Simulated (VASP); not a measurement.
A run of VASP 6.6.1 is set up as follows.

File INCAR:

```
PREC = Accurate
ENCUT = 520
EDIFF = 1E-6
ISMEAR = 0
SIGMA = 0.05
LREAL = False
LASPH = True
NELM = 80
ALGO = Normal
ISIF = 2
LWAVE = False
LCHARG = False
GGA = PS
NBANDS = 35
```

The input KPOINTS:

```
Automatic mesh
0
Gamma
  12 12 2
```

File POSCAR:

```
WS2
1.0
    3.0892743692      0.0000000000      0.0000000000
   -1.5446371846      2.6753900830      0.0000000000
    0.0000000000      0.0000000000     12.4667665245
W S
2 4
Direct
    0.3333333333      0.6666666667      0.2500000000
    0.6666666667      0.3333333333      0.7500000000
    0.3333333333      0.6666666667      0.6396781747
    0.6666666667      0.3333333333      0.1396781747
    0.3333333333      0.6666666667      0.8603218253
    0.6666666667      0.3333333333      0.3603218253
```

Potentials or basis: VASP PAW PBE potentials, release 64 (W_sv, S).

Command:

```bash
$ cat potpaw_PBE.64/W_sv/POTCAR potpaw_PBE.64/S/POTCAR > POTCAR
$ mpirun -np 1 vasp_std > vasp.out
```

What does it give for the band gap on the k mesh?

Zero (bands 26 and 27 overlap by 0.03 eV).

Predict the largest force.

5.810 eV/Å.

Predict the pressure.

35.6 GPa.

Forces in eV/Å, atoms in the order of the input:
```
W    0.000  0.000  0.000
W    0.000  0.000  0.000
S    0.000  0.000 -5.810
S    0.000  0.000 -5.810
S    0.000  0.000  5.810
S    0.000  0.000  5.810
```

Caveat: the cell differs from its parent crystal (atoms shifted along a free coordinate); the cell stands under pressure; the PAW data sets were made with another functional, which shifts forces and pressure a little; spin-orbit coupling is left out, which moves the levels of the heavy elements; this functional lacks dispersion, which binds the layers, so the pressure and a relaxed spacing across them are unreliable.
